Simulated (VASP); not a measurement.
Here is a VASP 6.6.1 calculation.

The input INCAR:

```
PREC     = Accurate       # precision mode
ENCUT    = 520            # plane-wave cutoff, eV
EDIFF    = 1E-7           # SCF threshold, eV
ISMEAR   = 0              # smearing method
SIGMA    = 0.1            # smearing width, eV
LREAL    = F              # projectors in reciprocal space
LASPH    = T              # aspherical terms in the spheres
NELM     = 80             # most SCF steps
ALGO     = Normal         # electronic algorithm
ISIF     = 2              # what is computed and relaxed
LWAVE    = F              # write WAVECAR
LCHARG   = F              # write CHGCAR
GGA      = PE             # functional
NBANDS   = 46             # bands
```

The input KPOINTS:

```
regular mesh
0
Gamma
  4 4 4
```

File POSCAR:

```
CdGeAs2
1.0
   -2.9888745628      2.9888745628      5.6642966801
    2.9888745628     -2.9888745628      5.6642966801
    2.9888745628      2.9888745628     -5.6642966801
Cd Ge As
2 2 4
Direct
    0.2500000000      0.7500000000      0.5000000000
    0.5000000000      0.5000000000      0.0000000000
    0.0000000000      0.0000000000      0.0000000000
    0.7500000000      0.2500000000      0.5000000000
    0.8750000000      0.3462175700      0.9712175700
    0.6537824300      0.6250000000      0.5287824300
    0.3750000000      0.9037824300      0.0287824300
    0.0962175700      0.1250000000      0.4712175700
```

Potentials or basis: VASP PAW PBE potentials, release 64 (Cd, Ge_d, As).

Run with:

```bash
$ cat potpaw_PBE.64/Cd/POTCAR potpaw_PBE.64/Ge_d/POTCAR potpaw_PBE.64/As/POTCAR > POTCAR
$ mpirun -np 1 vasp_std > vasp.out
```

(1) Estimate the pressure.

(2) Predict the band gap on the k mesh.

(3) What does it give for the largest force?

## Answers

(1) 2.4 GPa.

(2) 0.21 eV.

(3) 0.132 eV/Å.

Caveat: semilocal functionals underestimate gaps, and a narrow one can read as zero.
